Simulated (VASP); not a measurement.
# SiC (Pmma) in VASP: notebook, part 2 of 2

VASP 6.6.1. Earlier steps stand in the parts before.

## (5) Relaxation of cell and atoms, r2SCAN

This run uses another cell than the first one, of 10.80 Å³/atom.

File POSCAR:

```
SiC
1.0
    2.5943402090      0.0000000000      0.0000000000
    0.0000000000      3.4033293109      0.0000000000
    0.0000000000      0.0000000000      4.8940223644
C Si
2 2
Direct
    0.7500000000      0.0000000000      0.9117317705
    0.2500000000      0.0000000000      0.0882682295
    0.2500000000      0.5000000000      0.2886521034
    0.7500000000      0.5000000000      0.7113478966
```

File INCAR.step1:

```
SYSTEM = SiC
ALGO     = Normal         ! electronic algorithm
EDIFF    = 1E-4           ! SCF threshold, eV
ENCUT    = 600            ! plane-wave cutoff, eV
GGA      = PE             ! functional
ISMEAR   = -1             ! smearing method
LASPH    = .TRUE.         ! aspherical terms in the spheres
LCHARG   = .FALSE.        ! write CHGCAR
LREAL    = .FALSE.        ! projectors in reciprocal space
LWAVE    = .TRUE.         ! write WAVECAR
NELM     = 60             ! most SCF steps
PREC     = Accurate       ! precision mode
SIGMA    = 0.02           ! smearing width, eV
```

File INCAR.step2:

```
SYSTEM = SiC
ALGO     = Normal         ! electronic algorithm
EDIFF    = 1E-6           ! SCF threshold, eV
EDIFFG   = -0.005         ! ionic threshold
ENCUT    = 600            ! plane-wave cutoff, eV
IBRION   = 2              ! ionic algorithm
ISIF     = 3              ! what is computed and relaxed
ISMEAR   = -1             ! smearing method
ISTART   = 1            
LASPH    = .TRUE.         ! aspherical terms in the spheres
LCHARG   = .FALSE.        ! write CHGCAR
LMIXTAU  = .TRUE.       
LREAL    = .FALSE.        ! projectors in reciprocal space
LWAVE    = .FALSE.        ! write WAVECAR
METAGGA  = R2SCAN         ! meta-GGA
NELM     = 60             ! most SCF steps
NSW      = 80             ! ionic steps
PREC     = Accurate       ! precision mode
SIGMA    = 0.02           ! smearing width, eV
```

File KPOINTS:

```
k-points
0
G
  8 8 6
  0 0 0
```

Potentials or basis: VASP PAW PBE potentials, release 64 (C, Si).

The run is started by

```
> cat potpaw_PBE.64/C/POTCAR potpaw_PBE.64/Si/POTCAR > POTCAR
> cp INCAR.step1 INCAR
> mpirun -np 1 vasp_std > vasp.out
> cp INCAR.step2 INCAR
> mpirun -np 1 vasp_std > vasp.out
```

OUTCAR:

```text
SYSTEM = SiC
   EDIFF = 1E-6
   EDIFFG = -0.005
   ENCUT = 600
   IBRION = 2
   ISIF = 3
   ISMEAR = -1
   ISTART = 1
   LASPH = .TRUE.
   LREAL = .FALSE.
   METAGGA = R2SCAN
   NELM = 60
   NSW = 80
   PREC = Accurate

 ion  position               nearest neighbor table
   1  0.750  0.000  0.912-   2 1.56   2 1.56   4 1.96   4 1.96
   2  0.250  0.000  0.088-   1 1.56   1 1.56   3 1.96   3 1.96
   3  0.250  0.500  0.289-   2 1.96   2 1.96   4 2.44   4 2.44   4 3.11   4 3.11
   4  0.750  0.500  0.711-   1 1.96   1 1.96   3 2.44   3 2.44   3 3.11   3 3.11

  LATTYP: Found a simple orthorhombic cell.
 ALAT       =     2.5943402090
 B/A-ratio  =     1.3118284561
 C/A-ratio  =     1.8864227396

  Lattice vectors:

 A1 = (   2.5943402090,   0.0000000000,   0.0000000000)
 A2 = (   0.0000000000,   3.4033293109,   0.0000000000)
 A3 = (   0.0000000000,   0.0000000000,   4.8940223644)

Analysis of symmetry for initial positions (statically):
=====================================================================
 Subroutine PRICEL returns:
 Original cell was already a primitive cell.

 Routine SETGRP: Setting up the symmetry group for a
 simple orthorhombic supercell.

 Subroutine GETGRP returns: Found  8 space group operations
 (whereof  4 operations were pure point group operations)
 out of a pool of  8 trial point group operations.

The static configuration has the point symmetry C_2h.
 The point group associated with its full space group is D_2h.
[... 357 lines left out ...]
--------------------------------------- Ionic step       16  -------------------------------------------

 number of electron      16.0000000 magnetization

 Free energy of the ion-electron system (eV)
  ---------------------------------------------------
  ext. energy  EPLUGINS =         0.00000000
  ---------------------------------------------------
  free energy    TOTEN  =       -35.04666024 eV

  energy without entropy =      -35.04547174  energy(sigma->0) =      -35.04606599

 E-fermi :  10.1555     XC(G=0): -11.9520

 val. band max:       10.1124343590   @ k =   0.3750   0.0000   0.3333
 cond. band min:      10.1839592899   @ k =   0.5000   0.3750   0.1667
 fundamental gap:      0.0715249308
 Fermi energy:        10.1555385079

 k-point     1 :       0.0000    0.0000    0.0000
  band No.  band energies     occupation
      1      -9.6927      2.00000
      2      -2.4000      2.00000
      3      -2.3764      2.00000
      4       2.0008      2.00000
      5       5.0394      2.00000
      6       6.9869      2.00000
      7       8.2532      2.00000
      8       8.3993      2.00000
      9       9.5020      2.00000
     10      11.5945      0.00000
     11      14.7285      0.00000
     12      17.1076      0.00000
[... 331 lines left out ...]
 k-point    24 :       0.3750    0.5000    0.0000
  band No.  band energies     occupation
      1      -5.9639      2.00000
      2      -1.8033      2.00000
      3      -1.2060      2.00000
      4       2.2798      2.00000
      5       3.3705      2.00000
      6       3.9098      2.00000
      7       4.4522      2.00000
      8       5.4131      2.00000
      9      10.2345      0.03783
     10      10.4789      0.00000
     11      11.0256      0.00000
     12      13.8116      0.00000

 [... further k-points ...]
[... 5 lines left out ...]
  --------------------------------------------------------------------------------------
  -------------------------------------------------------------------------------------
  Total       -0.0020677     -0.0128676     -0.0171852      0.0000000      0.0000000      0.0000000
  in kB       -0.0775715     -0.4827283     -0.6447008      0.0000000      0.0000000      0.0000000
  external PRESSURE =      -0.4016669 kB  Pullay stress =       0.0000000 kB
[... 19 lines left out ...]
  FREE ENERGIE OF THE ION-ELECTRON SYSTEM (eV)
  ---------------------------------------------------
  free  energy   TOTEN  =       -35.0466602396 eV

  energy  without entropy=      -35.0454717384  energy(sigma->0) =      -35.04606599

 reached required accuracy - stopping structural energy minimisation
```

OUTCAR.step1:

```text
SYSTEM = SiC
   EDIFF = 1E-4
   ENCUT = 600
   GGA = PE
   ISMEAR = -1
   LASPH = .TRUE.
   LREAL = .FALSE.
   NELM = 60
[... 590 lines left out ...]
      0.64859      0.00000      0.43199        -0.000000     -0.000000      0.017428
      0.64859      1.70166      1.41267         0.000000      0.000000      0.018868
      1.94576      1.70166      3.48135        -0.000000     -0.000000     -0.018868
 -----------------------------------------------------------------------------------
    total drift:                                0.000000      0.000000     -0.000000

  FREE ENERGIE OF THE ION-ELECTRON SYSTEM (eV)
  ---------------------------------------------------
  free  energy   TOTEN  =       -27.0417010419 eV

  energy  without entropy=      -27.0403371126  energy(sigma->0) =      -27.04101908
```

Run time: 9.4 min. Hardware: 1 thread of Intel Xeon 6975P-C (Granite Rapids), shared host; peak memory 0.22 GiB.

Results:

| Property | Result |
| --- | --- |
| Free energy | -35.0467 eV |
| Relaxed volume | 10.68 Å³/atom |
| Relaxed cell | a = 2.578 Å, b = 3.357 Å, c = 4.936 Å, α = 90.00°, β = 90.00°, γ = 90.00° |
| Space group after relaxing (to 0.1 Å) | Pmma (No. 51) |
| Energy gained by relaxing | 2.4 meV/atom |
| Ionic steps | 16 |
| Pressure after relaxing | 0.0 GPa |
| Largest force after relaxing | 0.003 eV/Å |
| Band gap on the k mesh | zero (bands 8 and 9 overlap by 4.44 eV) |

Forces on the atoms (eV/Å):
```
C    0.000  0.000 -0.002
C    0.000  0.000  0.002
Si   0.000  0.000  0.003
Si   0.000  0.000 -0.003
```

The path:
```csv
step,energy change (eV),largest force (eV/Å),pressure (GPa),volume (Å³)
1,0.0000,0.2031,-2.07,43.21
2,-0.0046,0.2439,1.50,42.34
3,-0.0065,0.1405,0.22,42.65
4,-0.0084,0.0503,0.19,42.61
5,-0.0087,0.0423,0.21,42.60
6,-0.0089,0.0783,-0.21,42.67
7,-0.0090,0.0369,-0.06,42.64
8,-0.0093,0.0114,0.09,42.63
9,-0.0094,0.0214,0.20,42.62
10,-0.0096,0.0131,-0.06,42.69
11,-0.0096,0.0166,-0.10,42.70
12,-0.0097,0.0054,-0.07,42.71
13,-0.0097,0.0137,-0.06,42.71
14,-0.0098,0.0105,0.04,42.69
15,-0.0098,0.0097,0.03,42.70
16,-0.0098,0.0030,-0.04,42.71
```

Final structure:
```yaml
crystal:
  lattice:
    - [2.57792, 0.00000, 0.00000]
    - [0.00000, 3.35657, 0.00000]
    - [0.00000, 0.00000, 4.93560]
  atoms:
    - { symbol: C, position: [0.75000, 0.00000, 0.91226] }
    - { symbol: C, position: [0.25000, 0.00000, 0.08774] }
    - { symbol: Si, position: [0.25000, 0.50000, 0.29270] }
    - { symbol: Si, position: [0.75000, 0.50000, 0.70730] }
```

Levels at points of the mesh, in eV from the Fermi level:
```
           k point  band 5  band 6  band 7  band 8  band 9  band 10  band 11  band 12
(0.00, 0.00, 0.00)   -5.12   -3.17   -1.90   -1.76   -0.65     1.44     4.57     6.95
(0.50, 0.00, 0.00)   -6.76   -6.76   -4.09   -4.09    1.54     1.54     3.94     3.94
(0.00, 0.50, 0.00)   -8.23   -6.67   -4.88    2.85    3.19     4.74     6.05     6.79
(0.50, 0.50, 0.00)   -6.58   -6.58   -4.84   -4.84   -0.84    -0.84     1.11     1.11
(0.00, 0.00, 0.50)   -7.26   -5.10   -3.16   -1.38    1.68     3.74     4.36     5.05
(0.50, 0.00, 0.50)   -4.31   -4.31   -4.04   -4.04    0.16     0.16     4.07     4.07
(0.00, 0.50, 0.50)   -4.87   -4.02   -3.15   -0.52   -0.52     6.15     6.47     6.49
(0.50, 0.50, 0.50)   -6.98   -6.98   -6.87   -6.87    2.51     2.51     3.50     3.50
```

Caveat: the PAW data sets were made with another functional, which shifts forces and pressure a little.

## (6) Summary

| task | level | cell | k mesh | cutoff (eV) | gap on the mesh (eV) | pressure (GPa) | largest force (eV/Å) |
| --- | --- | --- | --- | --- | --- | --- | --- |
| single point | PBE | a = 2.577, b = 3.357, c = 4.941 Å, 4 atoms, atomic positions A | 10 × 8 × 6 | 520 | none | 2.1 | 0.13 |
| single point | r2SCAN | a = 2.577, b = 3.357, c = 4.941 Å, 4 atoms, atomic positions A | 8 × 8 × 6 | 520 | none | 0.0 | 0.05 |
| single point | r2SCAN | a = 2.577, b = 3.357, c = 4.941 Å, 4 atoms, atomic positions A | 10 × 8 × 6 | 520 | none | 0.0 | 0.10 |
| relaxation of cell and atoms | r2SCAN | relaxed from a = 2.594, b = 3.403, c = 4.894 Å, 4 atoms, atomic positions B | 8 × 8 × 6 | 600 | none | 0.0 | - |

Alike in all rows: potentials or basis VASP PAW PBE potentials, release 64 (C, Si); no spin polarisation; smearing fermi-dirac 0.02 eV.

The pressure there spans 0.0 GPa (r2SCAN) to 2.1 GPa (PBE); a positive pressure means that this level wants a larger cell, a negative one a smaller.

Caveats: the PAW data sets were made with another functional, which shifts forces and pressure a little (at least some runs).

Absolute energies hang on the potentials; compare differences alone.
